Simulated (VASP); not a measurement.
# SnI4O12 (P-1) in VASP: notebook, part 2 of 2

VASP 6.6.1.

## Step 3: Single point, PBE (z stretched by -3 %, then relaxed in part)

File INCAR:

```
PREC     = Accurate       # precision mode
ENCUT    = 520            # plane-wave cutoff, eV
EDIFF    = 1E-6           # SCF threshold, eV
ISMEAR   = -1             # smearing method
SIGMA    = 0.02           # smearing width, eV
LREAL    = Auto         
LASPH    = T              # aspherical terms in the spheres
NELM     = 80             # most SCF steps
ALGO     = Normal         # electronic algorithm
ISIF     = 2              # what is computed and relaxed
LWAVE    = F              # write WAVECAR
LCHARG   = F              # write CHGCAR
GGA      = PE             # functional
NBANDS   = 71             # bands
```

File KPOINTS:

```
Automatic mesh
0
Gamma
  4 4 3
```

File POSCAR:

```
SnI4O12
1.0
    5.0576000000      0.0000000000      0.0000000000
    0.1062173362      6.2799017920      0.0000000000
    0.1980229617      0.3361895656      8.1260962349
Sn I O
1 4 12
Direct
    0.0000000000      0.0000000000      0.5000000000
    0.5090543066      0.7798250214      0.2320578522
    0.4909456934      0.2201749786      0.7679421478
    0.9845967272      0.6957094511      0.8424792442
    0.0154032728      0.3042905489      0.1575207558
    0.7957706495      0.9571311693      0.2871865531
    0.2042293505      0.0428688307      0.7128134469
    0.3165558075      0.8060699552      0.4279367843
    0.6834441925      0.1939300448      0.5720632157
    0.8501735111      0.7373565757      0.6297839053
    0.1498264889      0.2626434243      0.3702160947
    0.8291494592      0.4311091252      0.8855065405
    0.1708505408      0.5688908748      0.1144934595
    0.6658968614      0.5300996730      0.2888972935
    0.3341031386      0.4699003270      0.7111027065
    0.7281981286      0.8574334295      0.9440534797
    0.2718018714      0.1425665705      0.0559465203
```

Potentials or basis: VASP PAW PBE potentials, release 64 (Sn_d, I, O).

Launch:

```bash
> cat potpaw_PBE.64/Sn_d/POTCAR potpaw_PBE.64/I/POTCAR potpaw_PBE.64/O/POTCAR > POTCAR
> mpirun -np 1 vasp_std > vasp.out
```

OUTCAR:

```text
PREC = Accurate
   ENCUT = 520
   EDIFF = 1E-6
   ISMEAR = -1
   LREAL = Auto
   LASPH = T
   NELM = 80
   ISIF = 2
   GGA = PE

 ion  position               nearest neighbor table
   1  0.000  0.000  0.500-  10 2.07  11 2.07   6 2.07   7 2.07   8 2.08   9 2.08   4 3.31   5 3.31
                             2 3.63   3 3.63
   2  0.509  0.780  0.232-  14 1.79   8 1.86   6 1.92  13 2.42  16 2.60   1 3.63
   3  0.491  0.220  0.768-  15 1.79   9 1.86   7 1.92  12 2.42  17 2.60   1 3.63
   4  0.985  0.696  0.842-  16 1.84  12 1.87  10 1.88  15 2.50  13 2.52   7 2.63   1 3.31   5 3.48

   5  0.015  0.304  0.158-  17 1.84  13 1.87  11 1.88  14 2.50  12 2.52   6 2.63   1 3.31   4 3.48

   6  0.796  0.957  0.287-   2 1.92   1 2.07   5 2.63
   7  0.204  0.043  0.713-   3 1.92   1 2.07   4 2.63
   8  0.317  0.806  0.428-   2 1.86   1 2.08
   9  0.683  0.194  0.572-   3 1.86   1 2.08
  10  0.850  0.737  0.630-   4 1.88   1 2.07
  11  0.150  0.263  0.370-   5 1.88   1 2.07
  12  0.829  0.431  0.886-   4 1.87   3 2.42   5 2.52
  13  0.171  0.569  0.114-   5 1.87   2 2.42   4 2.52
  14  0.666  0.530  0.289-   2 1.79   5 2.50
  15  0.334  0.470  0.711-   3 1.79   4 2.50
  16  0.728  0.857  0.944-   4 1.84   2 2.60
  17  0.272  0.143  0.056-   5 1.84   3 2.60

  LATTYP: Found a triclinic cell.
 ALAT       =     7.9970842687
 B/A-ratio  =     1.9407618191
 C/A-ratio  =     2.5161100063
 COS(alpha) =     0.0044668276
 COS(beta)  =     0.5671175328
 COS(gamma) =     0.8196527466

  Lattice vectors:

 A1 = (   4.9513826638,  -6.2799017920,   0.0000000000)
 A2 = (   5.0431882893, -12.2236140184,   8.1260962349)
 A3 = (   9.6129367404,  -6.9522809232, -16.2521924698)

Analysis of symmetry for initial positions (statically):
=====================================================================
 Subroutine PRICEL returns:
 Original cell was already a primitive cell.

 Routine SETGRP: Setting up the symmetry group for a
 triclinic supercell.

 Subroutine GETGRP returns: Found  2 space group operations
 (whereof  2 operations were pure point group operations)
 out of a pool of  2 trial point group operations.

The static configuration has the point symmetry S_2 .

Analysis of symmetry for dynamics (positions and initial velocities):
=====================================================================
 Subroutine PRICEL returns:
 Original cell was already a primitive cell.

 Routine SETGRP: Setting up the symmetry group for a
 triclinic supercell.

 Subroutine GETGRP returns: Found  2 space group operations
 (whereof  2 operations were pure point group operations)
 out of a pool of  2 trial point group operations.

The dynamic configuration has the point symmetry S_2 .

 Subroutine INISYM returns: Found  2 space group operations
 (whereof  2 operations are pure point group operations),
 and found     1 'primitive' translations

----------------------------------------------------------------------------------------

                                     Primitive cell

  volume of cell :     258.0948
[... 76 lines left out ...]
  0.000000  0.000000  0.000000      1.000000
  0.250000  0.000000 -0.000000      2.000000
  0.500000  0.000000 -0.000000      1.000000
  0.000000  0.250000 -0.000000      2.000000
  0.250000  0.250000 -0.000000      2.000000
  0.500000  0.250000 -0.000000      2.000000
[... 16 lines left out ...]
  0.000000 -0.250000  0.333333      2.000000
  0.250000 -0.250000  0.333333      2.000000
 [... further k-points ...]
   k-points           NKPTS =     26   k-points in BZ     NKDIM =     26   number of bands    NBANDS=     71
   number of dos      NEDOS =    301   number of ions     NIONS =     17
   total plane-waves  NPLWV = 122880
   dimension x,y,z NGX =    40 NGY =   48 NGZ =   64
   dimension x,y,z NGXF=    80 NGYF=   96 NGZF=  128
   ions per type =               1   4  12
   NGX,Y,Z   is equivalent  to a cutoff of  13.15, 12.71, 13.08 a.u.
   NGXF,Y,Z  is equivalent  to a cutoff of  26.30, 25.41, 26.16 a.u.
 SYSTEM =  unknown system
   PREC   = accura    normal or accurate (medium, high low for compatibility)
   ISTART =      0    job   : 0-new  1-cont  2-samecut
   ICHARG =      2    charge: 1-file 2-atom 10-const
   ISPIN  =      1    spin polarized calculation?
   LNONCOLLINEAR =      F non collinear calculations
   LSORBIT =      F    spin-orbit coupling
   LASPH  =      T    aspherical Exc in radial PAW
   ENCUT  =  520.0 eV  38.22 Ry    6.18 a.u.   9.40 11.68 15.13*2*pi/ulx,y,z
   NELM   =     80;   NELMIN=  2; NELMDL= -5     # of ELM steps
   EDIFF  = 0.1E-05   stopping-criterion for ELM
   LREAL  =      T    real-space projection
   EDIFFG = 0.1E-04   stopping-criterion for IOM
   NSW    =      0    number of steps for IOM
   IBRION =     -1    ionic relax: 0-MD 1-quasi-New 2-CG
   NFREE  =      0    steps in history (QN), initial steepest desc. (CG)
   ISIF   =      2    stress and relaxation
   ISYM   =      2    0-nonsym 1-usesym 2-fastsym
   POTIM  = 0.5000    time-step for ionic-motion
   TEBEG  =    0.0;   TEEND  =   0.0 temperature during run
   PSTRESS=    0.0 pullay stress
   NELECT =     114.0000    total number of electrons
   NUPDOWN=      -1.0000    fix difference up-down
   EMIN   =  10.00;   EMAX   =-10.00  energy-range for DOS
   EFERMI =   0.00;   METHOD = LEGACY
   ISMEAR =    -1;   SIGMA  =   0.02  broadening in eV -4-tet -1-fermi 0-gaus
   EFERMI_NEDOS =   21; number of points for ismear=-14 and -15
   IALGO  =     38    algorithm
   IMIX   =      4    mixing-type and parameters
     AMIX     =   0.40;   BMIX     =  1.00
     AMIX_MAG =   1.60;   BMIX_MAG =  1.00
  volume/ion in A,a.u.               =      15.18       102.45
  Fermi-wavevector in a.u.,A,eV,Ry     =   1.246761  2.356037 21.149087  1.554414
  Thomas-Fermi vector in A             =   2.380924
   LORBIT       =      0    0 simple, 1 ext, 2 COOP (PROOUT), +10 PAW based schemes
   GGA     = PE    functional components
   LHFCALC =     F    Hartree Fock is set to
   AEXX    =    0.0000 exact exchange contribution
   IVDW    =     0    specifies the selected vdW correction
   LEPSILON=     F    determine dielectric tensor
   LRPA    =     F    only Hartree local field effects (RPA)
 non-spin polarized calculation
  energy-cutoff  :      520.00
  volume of cell :      258.09
 maximum number of plane-waves:      6974
 NGX is ok and might be reduce to    40
   NGX = 19   NGY = 23   NGZ = 31

 number of electron     114.0000008 magnetization

 Free energy of the ion-electron system (eV)
  ---------------------------------------------------
  ext. energy  EPLUGINS =         0.00000000
  ---------------------------------------------------
  free energy    TOTEN  =       -77.79026490 eV

  energy without entropy =      -77.79026490  energy(sigma->0) =      -77.79026490

 E-fermi :   3.7971     XC(G=0):  -9.6491

 val. band max:        3.3461444230   @ k =   0.0000   0.5000   0.3333
 cond. band min:       6.1204074026   @ k =   0.2500   0.5000  -0.0000
 fundamental gap:      2.7742629795
 Fermi energy:         3.7970689598

 k-point     1 :       0.0000    0.0000    0.0000
  band No.  band energies     occupation
      1     -17.6076      2.00000
      2     -17.4955      2.00000
      3     -17.1209      2.00000
      4     -16.9017      2.00000
      5     -16.8779      2.00000
      6     -16.8754      2.00000
[... 1717 lines left out ...]
     68       9.2931      0.00000
     69       9.6378      0.00000

 [... further k-points ...]

 [bands above 69 left out]

------------------------ aborting loop because EDIFF is reached ----------------------------------------

  FORCE on cell =-STRESS in cart. coord.  units (eV):
  Direction    XX          YY          ZZ          XY          YZ          ZX
  --------------------------------------------------------------------------------------
  -------------------------------------------------------------------------------------
  Total        4.6256929      4.5571872      7.5630007     -0.1646102     -0.4691683      0.0966483
  in kB       28.7149513     28.2896878     46.9489010     -1.0218523     -2.9124596      0.5999644
  external PRESSURE =      34.6511801 kB  Pullay stress =       0.0000000 kB

 VOLUME and BASIS-vectors are now :
 -----------------------------------------------------------------------------
  energy-cutoff  :      520.00
  volume of cell :      258.09
      direct lattice vectors                 reciprocal lattice vectors
     5.057600000  0.000000000  0.000000000     0.197722240 -0.003344245 -0.004679891
     0.106217336  6.279901792  0.000000000     0.000000000  0.159238159 -0.006587937
     0.198022962  0.336189566  8.126096235     0.000000000  0.000000000  0.123060320

 POSITION                                       TOTAL-FORCE (eV/Angst)
 -----------------------------------------------------------------------------------
      0.09901      0.16809      4.06305         0.000000     -0.000000      0.000000
      2.70338      4.97524      1.88572         0.011023     -0.006825      0.030695
      2.65846      1.64085      6.24037        -0.011023      0.006825     -0.030695
      5.22042      4.65222      6.84607        -0.019381     -0.004438     -0.005077
      0.14142      1.96387      1.28003         0.019381      0.004438      0.005077
      4.18322      6.10724      2.33371        -0.063096     -0.051612     -0.039349
[... 9 lines left out ...]
      3.96095      5.70198      7.67147         0.013198     -0.039157     -0.030453
      1.40089      0.91411      0.45463        -0.013198      0.039157      0.030453
 -----------------------------------------------------------------------------------
    total drift:                                0.000000     -0.000000      0.000000

  FREE ENERGIE OF THE ION-ELECTRON SYSTEM (eV)
  ---------------------------------------------------
  free  energy   TOTEN  =       -77.7902649007 eV

  energy  without entropy=      -77.7902649007  energy(sigma->0) =      -77.79026490
```

It took 18 min on 1 thread of Intel Xeon 8259CL, shared host; peak memory 0.52 GiB.

Results:

- Free energy: -77.7903 eV
- Pressure: 3.5 GPa
- Largest force: 0.109 eV/Å
- Band gap on the k mesh: 2.77 eV (least direct gap 2.97 eV)

Forces in eV/Å, atoms in the order of the input:
```
Sn   0.000  0.000  0.000
I    0.011 -0.007  0.031
I   -0.011  0.007 -0.031
I   -0.019 -0.004 -0.005
I    0.019  0.004  0.005
O   -0.063 -0.052 -0.039
O    0.063  0.052  0.039
O    0.077 -0.031 -0.071
O   -0.077  0.031  0.071
O   -0.012 -0.054  0.087
O    0.012  0.054 -0.087
O    0.003  0.041 -0.014
O   -0.003 -0.041  0.014
O   -0.006  0.046 -0.013
O    0.006 -0.046  0.013
O    0.013 -0.039 -0.030
O   -0.013  0.039  0.030
```

Stress tensor (GPa, compression positive):
```
 2.87 -0.10  0.06
-0.10  2.83 -0.29
 0.06 -0.29  4.69
```

Levels at points of the mesh, in eV from the valence-band top:
| k point | band 55 | band 56 | band 57 | band 58 | band 59 | band 60 |
| --- | --- | --- | --- | --- | --- | --- |
| (0.00, 0.00, 0.00) | -0.45 | -0.33 | -0.24 | 3.16 | 3.18 | 3.56 |
| (0.50, 0.00, 0.00) | -0.58 | -0.37 | -0.24 | 3.12 | 3.72 | 3.94 |
| (0.00, 0.50, 0.00) | -0.46 | -0.34 | -0.11 | 3.26 | 3.54 | 4.08 |
| (0.50, 0.50, 0.00) | -0.48 | -0.38 | -0.10 | 2.95 | 3.36 | 3.60 |

Caveat: the cell differs from its parent crystal (z stretched by -3 %, then relaxed in part); the cell stands under pressure; spin-orbit coupling is left out, which moves the levels of the heavy elements.
